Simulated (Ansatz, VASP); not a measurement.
Two plane-wave programs on ZnO

```
Zn O
1.0
     3.54183    0.00000    0.00000
    -1.77092    3.06732    0.00000
     0.00000    0.00000    5.08141
Zn O
2 2
Direct
  0.33333 0.66667 0.00150
  0.66667 0.33333 0.50150
  0.33333 0.66667 0.38060
  0.66667 0.33333 0.88060
```

Change from the starting cell: strain +0.080 along x and y, -0.040 along z, atoms carried along.

Alike in both runs: task single point; functional PBE; k mesh 12 × 12 × 6; occupations gaussian, width 0.05 eV; no spin polarisation.

|  | VASP | Ansatz |
| --- | --- | --- |
| version | VASP 6.6.1 | Ansatz 0.2.0 |
| potentials or method | VASP PAW PBE potentials, release 64 (Zn, O), cutoff 520 eV | scalar-relativistic, plane waves, PAW |
| valence electrons in the cell | 36 | 36 |

Ansatz gave:

| Property | Result |
| --- | --- |
| gap on the k mesh at the Fermi level (eV) | 0.59 |
| least direct gap on the mesh (eV) | 0.59 |
| pressure (GPa) | -9.3 |
| traceless stress, the component that is largest in VASP (GPa) | 11.40 |
| rms of the force components (eV/Å) | 0.401 |

Q: Which values does VASP return?

A: gap on the k mesh at the Fermi level (eV): 0.56; least direct gap on the mesh (eV): 0.56; pressure (GPa): -8.7; traceless stress, the component that is largest in VASP (GPa): 11.95; rms of the force components (eV/Å): 0.441.

Atom by atom the forces differ by 0.040 eV/Å (rms over components).
